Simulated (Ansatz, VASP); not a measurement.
## Be16N: VASP beside Ansatz

```
CELL_PARAMETERS angstrom
-2.29000 -3.96640 0.00000
3.43500 -1.98320 0.00000
0.00000 0.00000 7.17686
ATOMIC_POSITIONS crystal
Be 0.75013 0.49670 0.00660
Be 0.50390 0.33552 0.24545
Be 0.75021 0.53457 0.49144
Be 0.51225 0.33064 0.75704
Be 0.50391 0.99801 0.00462
Be 0.25012 0.83606 0.24322
Be 0.51216 0.00294 0.49308
Be 0.25016 0.84489 0.76476
Be 0.25012 0.49749 0.00683
Be 0.99638 0.33552 0.24544
Be 0.25015 0.48889 0.48524
Be 0.98810 0.33053 0.75705
Be 0.99637 0.99800 0.00463
Be 0.75013 0.83691 0.24351
Be 0.98820 0.00305 0.49307
Be 0.75021 0.79902 0.75865
N 0.25021 0.16699 0.62506
```

Alike in both runs: functional PBE; k mesh 5 × 6 × 4; occupations fermi-dirac, width 0.1 eV; no spin polarisation.

Ansatz relaxed the structure, and its values are those at the end. VASP's run is a single point on that final structure, the one shown.

|  | VASP | Ansatz |
| --- | --- | --- |
| version | VASP 6.6.1 | Ansatz 0.2.0 |
| potentials or method | VASP PAW PBE potentials, release 64 (Be, N), cutoff 520 eV | scalar-relativistic, plane waves, PAW |
| valence electrons in the cell | 37 | 37 |

|  | VASP | Ansatz | Ansatz less VASP |
| --- | --- | --- | --- |
| rms of the force components (eV/Å) | 0.013 | 0.008 | -0.0046 |

The functional is the same, so the differences come from potentials, cutoffs and numerics.
